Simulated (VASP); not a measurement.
# Ti3Al (Fm-3m) in VASP: further runs

Runs on Ti3Al. Level: PBEsol. Tasks: single point.

Program: VASP 6.6.1. These are calculated values, not measurements. Logs are shortened: lines on timing, memory, paths and dates and some standing lists are left out, and cuts for length are marked.

## 1. The cell of the first run

The structure is cubic, space group Fm-3m (No. 225). The conventional cell has a = 6.875 Å, b = 6.875 Å, c = 6.875 Å, α = 90.00°, β = 90.00°, γ = 90.00°. Ti (site symmetry -43m) has 10 Ti at 2.98 to 3.44 Å and 4 Al at 2.98 Å within 3.9 Å. Within 3.9 Å of Ti (site symmetry m-3m) lie 8 Ti at 2.98 Å and 6 Al at 3.44 Å. Within 3.9 Å of Al (site symmetry m-3m) lie 14 Ti at 2.98 to 3.44 Å.

## 2. Single point, PBEsol, collinear spin (20.31 Å³/atom)

INCAR reads:

```
PREC     = Accurate       # precision mode
ENCUT    = 520            # plane-wave cutoff, eV
EDIFF    = 1E-6           # SCF threshold, eV
ISMEAR   = 0              # smearing method
SIGMA    = 0.15           # smearing width, eV
LREAL    = False          # projectors in reciprocal space
LASPH    = True           # aspherical terms in the spheres
NELM     = 150            # most SCF steps
ALGO     = Normal         # electronic algorithm
ISIF     = 2              # what is computed and relaxed
LWAVE    = False          # write WAVECAR
LCHARG   = False          # write CHGCAR
ISPIN    = 2              # spin polarisation
MAGMOM   = 0.5 0.5 0.5 0  # initial moments
LORBIT   = 11             # projections on sites
NUPDOWN  = 1.5            # fixed moment
LMAXMIX  = 4              # l up to which the mixer works
GGA      = PS             # functional
NBANDS   = 32             # bands
```

KPOINTS reads:

```
Automatic mesh
0
Gamma
  12 12 12
```

POSCAR reads:

```
Ti3Al
1.0
    0.0000000000      3.4375311292      3.4375311292
    3.4375311292      0.0000000000      3.4375311292
    3.4375311292      3.4375311292      0.0000000000
Ti Al
3 1
Direct
    0.7500000000      0.7500000000      0.7500000000
    0.2500000000      0.2500000000      0.2500000000
    0.0000000000      0.0000000000      0.0000000000
    0.5000000000      0.5000000000      0.5000000000
```

Potentials or basis: VASP PAW PBE potentials, release 64 (Ti_sv, Al).

Started as:

```sh
$ cat potpaw_PBE.64/Ti_sv/POTCAR potpaw_PBE.64/Al/POTCAR > POTCAR
$ mpirun -np 1 vasp_std > vasp.out
```

OUTCAR:

```text
PREC = Accurate
   ENCUT = 520
   EDIFF = 1E-6
   ISMEAR = 0
   LREAL = False
   LASPH = True
   NELM = 150
   ISIF = 2
   ISPIN = 2
   LORBIT = 11
   NUPDOWN = 1.5
   GGA = PS

 ion  position               nearest neighbor table
   1  0.750  0.750  0.750-   4 2.98   4 2.98   4 2.98   4 2.98
   2  0.250  0.250  0.250-   4 2.98   4 2.98   4 2.98   4 2.98
   3  0.000  0.000  0.000-
   4  0.500  0.500  0.500-   2 2.98   2 2.98   2 2.98   1 2.98   2 2.98   1 2.98   1 2.98   1 2.98

  LATTYP: Found a face centered cubic cell.
 ALAT       =     6.8750622584

  Lattice vectors:

 A1 = (   0.0000000000,   3.4375311292,   3.4375311292)
 A2 = (   3.4375311292,   0.0000000000,   3.4375311292)
 A3 = (   3.4375311292,   3.4375311292,   0.0000000000)

Analysis of symmetry for initial positions (statically):
=====================================================================
 Subroutine PRICEL returns:
 Original cell was already a primitive cell.

 Routine SETGRP: Setting up the symmetry group for a
 face centered cubic supercell.

 Subroutine GETGRP returns: Found 48 space group operations
 (whereof 48 operations were pure point group operations)
 out of a pool of 48 trial point group operations.

The static configuration has the point symmetry O_h .

Analysis of symmetry for dynamics (positions and initial velocities):
=====================================================================
 Subroutine PRICEL returns:
 Original cell was already a primitive cell.

 Routine SETGRP: Setting up the symmetry group for a
 face centered cubic supercell.

 Subroutine GETGRP returns: Found 48 space group operations
 (whereof 48 operations were pure point group operations)
 out of a pool of 48 trial point group operations.

The dynamic configuration has the point symmetry O_h .

Analysis of structural, dynamic, and magnetic symmetry:
=====================================================================
 Subroutine PRICEL returns:
 Original cell was already a primitive cell.

 Routine SETGRP: Setting up the symmetry group for a
 face centered cubic supercell.

 Subroutine GETGRP returns: Found 48 space group operations
 (whereof 48 operations were pure point group operations)
 out of a pool of 48 trial point group operations.

The overall configuration has the point symmetry O_h .

 Subroutine INISYM returns: Found 48 space group operations
 (whereof 48 operations are pure point group operations),
 and found     1 'primitive' translations

----------------------------------------------------------------------------------------

                                     Primitive cell

  volume of cell :      81.2400

  direct lattice vectors                    reciprocal lattice vectors
     0.000000000  3.437531129  3.437531129    -0.145453228  0.145453228  0.145453228
     3.437531129  0.000000000  3.437531129     0.145453228 -0.145453228  0.145453228
     3.437531129  3.437531129  0.000000000     0.145453228  0.145453228 -0.145453228

  length of vectors
     4.861403144  4.861403144  4.861403144     0.251932381  0.251932381  0.251932381

  position of ions in fractional coordinates (direct lattice)
     0.750000000  0.750000000  0.750000000
     0.250000000  0.250000000  0.250000000
     0.000000000  0.000000000  0.000000000
     0.500000000  0.500000000  0.500000000

  ion indices of the primitive-cell ions
   primitive index   ion index
                 1           1
                 2           2
                 3           3
                 4           4

----------------------------------------------------------------------------------------

 KPOINTS: Automatic mesh

Automatic generation of k-mesh.
 Grid dimensions read from file:
 generate k-points for:   12   12   12

 Generating k-lattice:

  Cartesian coordinates                     Fractional coordinates (reciprocal lattice)
    -0.012121102  0.012121102  0.012121102     0.083333333  0.000000000  0.000000000
     0.012121102 -0.012121102  0.012121102     0.000000000  0.083333333  0.000000000
     0.012121102  0.012121102 -0.012121102     0.000000000  0.000000000  0.083333333

  Length of vectors
     0.020994365  0.020994365  0.020994365

  Shift w.r.t. Gamma in fractional coordinates (k-lattice)
     0.000000000  0.000000000  0.000000000

 Subroutine IBZKPT returns following result:
 ===========================================

 Found     72 irreducible k-points:

 Following reciprocal coordinates:
            Coordinates               Weight
  0.000000  0.000000  0.000000      1.000000
  0.083333  0.000000  0.000000      8.000000
  0.166667  0.000000  0.000000      8.000000
  0.250000  0.000000  0.000000      8.000000
  0.333333  0.000000  0.000000      8.000000
  0.416667  0.000000  0.000000      8.000000
[... 16 lines left out ...]
  0.500000  0.166667  0.000000     24.000000
 -0.416667  0.166667  0.000000     24.000000
 [... further k-points ...]
   k-points           NKPTS =     72   k-points in BZ     NKDIM =     72   number of bands    NBANDS=     32
   number of dos      NEDOS =    301   number of ions     NIONS =      4
   total plane-waves  NPLWV =  46656
   dimension x,y,z NGX =    36 NGY =   36 NGZ =   36
   dimension x,y,z NGXF=    72 NGYF=   72 NGZF=   72
   ions per type =               3   1
   NGX,Y,Z   is equivalent  to a cutoff of  12.31, 12.31, 12.31 a.u.
   NGXF,Y,Z  is equivalent  to a cutoff of  24.62, 24.62, 24.62 a.u.
 SYSTEM =  unknown system
   PREC   = accura    normal or accurate (medium, high low for compatibility)
   ISTART =      0    job   : 0-new  1-cont  2-samecut
   ICHARG =      2    charge: 1-file 2-atom 10-const
   ISPIN  =      2    spin polarized calculation?
   LNONCOLLINEAR =      F non collinear calculations
   LSORBIT =      F    spin-orbit coupling
   LASPH  =      T    aspherical Exc in radial PAW
   ENCUT  =  520.0 eV  38.22 Ry    6.18 a.u.   9.04  9.04  9.04*2*pi/ulx,y,z
   NELM   =    150;   NELMIN=  2; NELMDL= -5     # of ELM steps
   EDIFF  = 0.1E-05   stopping-criterion for ELM
   LREAL  =      F    real-space projection
   EDIFFG = 0.1E-04   stopping-criterion for IOM
   NSW    =      0    number of steps for IOM
   IBRION =     -1    ionic relax: 0-MD 1-quasi-New 2-CG
   NFREE  =      0    steps in history (QN), initial steepest desc. (CG)
   ISIF   =      2    stress and relaxation
   ISYM   =      2    0-nonsym 1-usesym 2-fastsym
   POTIM  = 0.5000    time-step for ionic-motion
   TEBEG  =    0.0;   TEEND  =   0.0 temperature during run
   PSTRESS=    0.0 pullay stress
   NELECT =      39.0000    total number of electrons
   NUPDOWN=       1.5000    fix difference up-down
   EMIN   =  10.00;   EMAX   =-10.00  energy-range for DOS
   EFERMI =   0.00;   METHOD = LEGACY
   ISMEAR =     0;   SIGMA  =   0.15  broadening in eV -4-tet -1-fermi 0-gaus
   EFERMI_NEDOS =   21; number of points for ismear=-14 and -15
   IALGO  =     38    algorithm
   IMIX   =      4    mixing-type and parameters
     AMIX     =   0.40;   BMIX     =  1.00
     AMIX_MAG =   1.60;   BMIX_MAG =  1.00
  volume/ion in A,a.u.               =      20.31       137.06
  Fermi-wavevector in a.u.,A,eV,Ry     =   1.281857  2.422359 22.356529  1.643158
  Thomas-Fermi vector in A             =   2.414203
   LORBIT       =     11    0 simple, 1 ext, 2 COOP (PROOUT), +10 PAW based schemes
   GGA     = PS    functional components
   LHFCALC =     F    Hartree Fock is set to
   AEXX    =    0.0000 exact exchange contribution
   IVDW    =     0    specifies the selected vdW correction
   LEPSILON=     F    determine dielectric tensor
   LRPA    =     F    only Hartree local field effects (RPA)
 spin polarized calculation
 Gauss-broadening in eV      SIGMA  =   0.15
  energy-cutoff  :      520.00
  volume of cell :       81.24
 maximum number of plane-waves:      2208
   NGX = 19   NGY = 19   NGZ = 19

 number of electron      38.9999982 magnetization       1.4999999

 Free energy of the ion-electron system (eV)
  ---------------------------------------------------
  ext. energy  EPLUGINS =         0.00000000
  ---------------------------------------------------
  free energy    TOTEN  =       -28.71402189 eV

  energy without entropy =      -28.64087769  energy(sigma->0) =      -28.67744979

 E-fermi :   6.2988     XC(G=0): -10.5467

 val. band max:        6.2928811766   @ k =  -0.4167   0.0833   0.0000
 cond. band min:       6.1924986910   @ k =  -0.3333   0.2500   0.0833
 fundamental gap:     -0.1003824856
 Fermi energy:         6.1744113952

 spin component 1

 k-point     1 :       0.0000    0.0000    0.0000
  band No.  band energies     occupation
      1     -50.6247      1.00000
      2     -50.5690      1.00000
      3     -50.5383      1.00000
      4     -27.0130      1.00000
      5     -27.0130      1.00000
      6     -27.0130      1.00000
[... 23 lines left out ...]
     30      10.8861      0.00000
     31      10.8861      0.00000

 k-point     2 :       0.0833    0.0000    0.0000
  band No.  band energies     occupation
      1     -50.6235      1.00000
      2     -50.5692      1.00000
      3     -50.5393      1.00000
      4     -27.0170      1.00000
      5     -27.0160      1.00000
      6     -27.0160      1.00000
[... 23 lines left out ...]
     30      10.9117      0.00000
     31      10.9117      0.00000

 k-point     3 :       0.1667    0.0000    0.0000
  band No.  band energies     occupation
      1     -50.6200      1.00000
      2     -50.5700      1.00000
      3     -50.5421      1.00000
      4     -27.0236      1.00000
      5     -27.0231      1.00000
      6     -27.0231      1.00000
[... 703 lines left out ...]
     30       9.5588      0.00000
     31       9.8198      0.00000

 k-point    24 :      -0.4167    0.1667    0.0000
  band No.  band energies     occupation
      1     -50.5962      1.00000
      2     -50.5761      1.00000
      3     -50.5598      1.00000
      4     -27.0528      1.00000
      5     -27.0458      1.00000
      6     -27.0226      1.00000
[... 23 lines left out ...]
     30       9.6028      0.00000
     31       9.8587      0.00000

 [... further k-points ...]

 spin component 2

 k-point     1 :       0.0000    0.0000    0.0000
  band No.  band energies     occupation
      1     -50.5039      1.00000
      2     -50.4871      1.00000
      3     -49.7224      1.00000
      4     -26.8529      1.00000
      5     -26.8529      1.00000
      6     -26.8529      1.00000
[... 23 lines left out ...]
     30      11.0184      0.00000
     31      11.0184      0.00000

 k-point     2 :       0.0833    0.0000    0.0000
  band No.  band energies     occupation
      1     -50.5035      1.00000
      2     -50.4874      1.00000
      3     -49.7225      1.00000
      4     -26.8541      1.00000
      5     -26.8526      1.00000
      6     -26.8526      1.00000
[... 23 lines left out ...]
     30      11.0533      0.00000
     31      11.0533      0.00000

 k-point     3 :       0.1667    0.0000    0.0000
  band No.  band energies     occupation
      1     -50.5025      1.00000
      2     -50.4881      1.00000
      3     -49.7229      1.00000
      4     -26.8559      1.00000
      5     -26.8515      1.00000
      6     -26.8515      1.00000
[... 703 lines left out ...]
     30       9.8208      0.00000
     31      10.0847      0.00000

 k-point    24 :      -0.4167    0.1667    0.0000
  band No.  band energies     occupation
      1     -50.4951      1.00000
      2     -50.4940      1.00000
      3     -49.7244      1.00000
      4     -26.8643      1.00000
      5     -26.8543      1.00000
      6     -26.8424      1.00000
[... 23 lines left out ...]
     30       9.8883      0.00000
     31      10.0713      0.00000

 [... further k-points ...]

 [bands above 31 left out]

------------------------ aborting loop because EDIFF is reached ----------------------------------------

  FORCE on cell =-STRESS in cart. coord.  units (eV):
  Direction    XX          YY          ZZ          XY          YZ          ZX
  --------------------------------------------------------------------------------------
  -------------------------------------------------------------------------------------
  Total       -8.7285124     -8.7285124     -8.7285124      0.0000000      0.0000000      0.0000000
  in kB     -172.1396439   -172.1396439   -172.1396439      0.0000000      0.0000000      0.0000000
  external PRESSURE =    -172.1396439 kB  Pullay stress =       0.0000000 kB

 VOLUME and BASIS-vectors are now :
 -----------------------------------------------------------------------------
  energy-cutoff  :      520.00
  volume of cell :       81.24
      direct lattice vectors                 reciprocal lattice vectors
     0.000000000  3.437531129  3.437531129    -0.145453228  0.145453228  0.145453228
     3.437531129  0.000000000  3.437531129     0.145453228 -0.145453228  0.145453228
     3.437531129  3.437531129  0.000000000     0.145453228  0.145453228 -0.145453228

 POSITION                                       TOTAL-FORCE (eV/Angst)
 -----------------------------------------------------------------------------------
      5.15630      5.15630      5.15630         0.000000     -0.000000      0.000000
      1.71877      1.71877      1.71877        -0.000000      0.000000     -0.000000
      0.00000      0.00000      0.00000        -0.000000      0.000000     -0.000000
      3.43753      3.43753      3.43753        -0.000000      0.000000     -0.000000
 -----------------------------------------------------------------------------------
    total drift:                                0.000000      0.000000      0.000000

  FREE ENERGIE OF THE ION-ELECTRON SYSTEM (eV)
  ---------------------------------------------------
  free  energy   TOTEN  =       -28.7140218886 eV

  energy  without entropy=      -28.6408776851  energy(sigma->0) =      -28.67744979

 total charge

# of ion       s       p       d       tot
------------------------------------------
    1        2.185   6.083   1.809  10.077
    2        2.185   6.083   1.809  10.077
    3        2.217   6.062   1.867  10.146
    4        0.394   0.348   0.000   0.742
--------------------------------------------------
tot          6.982  18.576   5.484  31.042

 magnetization (x)

# of ion       s       p       d       tot
------------------------------------------
    1        0.001   0.017   0.081   0.099
    2        0.001   0.017   0.081   0.099
    3        0.013   0.018   0.907   0.938
    4       -0.006  -0.013   0.000  -0.018
--------------------------------------------------
tot          0.009   0.039   1.070   1.117
```

Run time: 4.2 min. Hardware: 1 thread of Intel Xeon Platinum 8259CL at 2.50GHz (Skylake/Cascade Lake), shared host; peak memory 0.41 GiB.

What came out:

```
Free energy                                           : -28.7140 eV
Pressure                                              : -17.2 GPa
Net moment                                            : 1.50 μB per cell
Site moments                                          : Ti +0.10, +0.94 (each value once); Al -0.02 μB
Valence electrons inside the program's atomic spheres : Ti 10.08, 10.15 (each value once); Al 0.74
```

Caveat: the cell stands under tension; the PAW data sets were made with another functional, which shifts forces and pressure a little; the total moment is fixed, so each spin has its own Fermi level.

## 3. Single point, PBEsol, collinear spin (18.28 Å³/atom)

This run uses another cell than the first one, of 18.28 Å³/atom.

Edit INCAR of step 2 so:

```diff
@@ -8,3 +8,3 @@
 NELM     = 150            # most SCF steps
-ALGO     = Normal         # electronic algorithm
+ALGO     = Fast           # electronic algorithm
 ISIF     = 2              # what is computed and relaxed
@@ -13,5 +13,5 @@
 ISPIN    = 2              # spin polarisation
-MAGMOM   = 0.5 0.5 0.5 0  # initial moments
+MAGMOM   = 0.8 0.8 0.8 0  # initial moments
 LORBIT   = 11             # projections on sites
-NUPDOWN  = 1.5            # fixed moment
+NUPDOWN  = 2.4            # fixed moment
 LMAXMIX  = 4              # l up to which the mixer works
```

KPOINTS is that of step 2.

POSCAR reads:

```
Ti3Al
1.0
    0.0000000000      3.3188998145      3.3188998145
    3.3188998145      0.0000000000      3.3188998145
    3.3188998145      3.3188998145      0.0000000000
Ti Al
3 1
Direct
    0.7500000000      0.7500000000      0.7500000000
    0.2500000000      0.2500000000      0.2500000000
    0.0000000000      0.0000000000      0.0000000000
    0.5000000000      0.5000000000      0.5000000000
```

Potentials or basis: VASP PAW PBE potentials, release 64 (Ti_sv, Al).

Started as:

```sh
$ cat potpaw_PBE.64/Ti_sv/POTCAR potpaw_PBE.64/Al/POTCAR > POTCAR
$ mpirun -np 1 vasp_std > vasp.out
```

Run time: 7.9 min. Hardware: 1 thread of Intel Xeon 6975P-C (Granite Rapids), shared host; peak memory 0.4 GiB.

It converged, with:

| Item | Value |
| --- | --- |
| Free energy | -29.4619 eV |
| Pressure | -10.7 GPa |
| Net moment | 2.40 μB per cell |
| Site moments | Ti +0.35, +1.06 (each value once); Al -0.02 μB |
| Valence electrons inside the program's atomic spheres | Ti 10.16, 10.24 (each value once); Al 0.78 |

Caveat: the cell stands under tension; the PAW data sets were made with another functional, which shifts forces and pressure a little; the total moment is fixed, so each spin has its own Fermi level.

## 4. Single point, PBEsol, collinear spin (18.28 Å³/atom)

This run uses another cell than the first one, of 18.28 Å³/atom.

INCAR reads:

```
SYSTEM = Ti3Al
PREC     = Accurate       ! precision mode
ENCUT    = 520            ! plane-wave cutoff, eV
EDIFF    = 1E-6           ! SCF threshold, eV
ISMEAR   = 0              ! smearing method
SIGMA    = 0.15           ! smearing width, eV
LREAL    = .False.        ! projectors in reciprocal space
LASPH    = .True.         ! aspherical terms in the spheres
NELM     = 150            ! most SCF steps
ALGO     = Normal         ! electronic algorithm
ISIF     = 2              ! what is computed and relaxed
LWAVE    = .False.        ! write WAVECAR
LCHARG   = .False.        ! write CHGCAR
ISPIN    = 2              ! spin polarisation
MAGMOM   = 0.4 0.4 0.4 0  ! initial moments
LORBIT   = 11             ! projections on sites
NUPDOWN  = 1.2            ! fixed moment
LMAXMIX  = 4              ! l up to which the mixer works
GGA      = PS             ! functional
NBANDS   = 32             ! bands
```

KPOINTS reads:

```
regular mesh
0
Gamma
  12 12 12
  0 0 0
```

POSCAR is that of step 3.

Started as:

```sh
$ cat potpaw_PBE.64/Ti_sv/POTCAR potpaw_PBE.64/Al/POTCAR > POTCAR
$ mpirun -np 1 vasp_std > vasp.out
```

It took 3 min on 1 thread of Intel Xeon 6975P-C (Granite Rapids), shared host; peak memory 0.4 GiB.

The run converged. Its results:

```yaml
Free_energy: -29.4338 eV
Pressure: -11.4 GPa
Net_moment: 1.20 μB per cell
Site_moments: Ti +0.08, +0.77 (each value once); Al -0.01 μB
Valence_electrons_inside_the_program's_atomic_spheres: Ti 10.16, 10.23 (each value once); Al 0.78
```

Caveat: the cell stands under tension; the PAW data sets were made with another functional, which shifts forces and pressure a little; the total moment is fixed, so each spin has its own Fermi level.

## 5. Overview

| fixed moment (μB) | cell | pressure (GPa) | moment (μB) |
| --- | --- | --- | --- |
| 1.5 | a = 4.861 Å, angles 60.0°, 4 atoms | -17.2 | 1.50 |
| 2.4 | a = 4.694 Å, angles 60.0°, 4 atoms | -10.7 | 2.40 |
| 1.2 | a = 4.694 Å, angles 60.0°, 4 atoms | -11.4 | 1.20 |

Alike in all rows: task single point; level PBEsol; potentials or basis VASP PAW PBE potentials, release 64 (Ti_sv, Al); spin collinear; k mesh 12 × 12 × 12; cutoff (eV) 520; smearing gaussian 0.15 eV.

Caveats: the cell stands under tension; the PAW data sets were made with another functional, which shifts forces and pressure a little; the total moment is fixed, so each spin has its own Fermi level.

Total energies depend on the potentials used, so only differences within one code and one set of settings carry meaning.
